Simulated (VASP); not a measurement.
Runs of VASP 6.6.1 on Co. The structure is that of space group P6_3/mmc (No. 194), or close to it. The cells are those of the table. 

```tsv
level	spin	cell	k mesh	gap on the mesh (eV)	pressure (GPa)	moment (μB)
r2SCAN	collinear, ferromagnetic start	a = 2.473, b = 2.473, c = 4.014 Å, angles 90.0, 90.0, 120.0°, 2 atoms	20 × 20 × 10	none	-0.1	(b)
PBE	collinear, ferromagnetic start	a = 2.498, b = 2.498, c = 4.029 Å, angles 90.0, 90.0, 120.0°, 2 atoms	10 × 10 × 6	none	(a)	3.32
r2SCAN	off	a = 2.473, b = 2.473, c = 4.014 Å, angles 90.0, 90.0, 120.0°, 2 atoms	20 × 20 × 10	none	-15.8	-
r2SCAN	collinear, ferromagnetic start	a = 2.463, b = 2.463, c = 3.998 Å, angles 90.0, 90.0, 120.0°, 2 atoms	20 × 20 × 10	none	2.9	3.48
```

Alike in all rows: task single point; potentials or basis VASP PAW PBE potentials, release 64 (Co); cutoff (eV) 520; smearing gaussian 0.05 eV.

Fill in the values left out.

(a) -0.5; (b) 3.49.

Caveats: the PAW data sets were made with another functional, which shifts forces and pressure a little (at least some runs); the cell stands under tension (at least some runs).

A gap of «none» marks levels without a gap at the run's occupations.
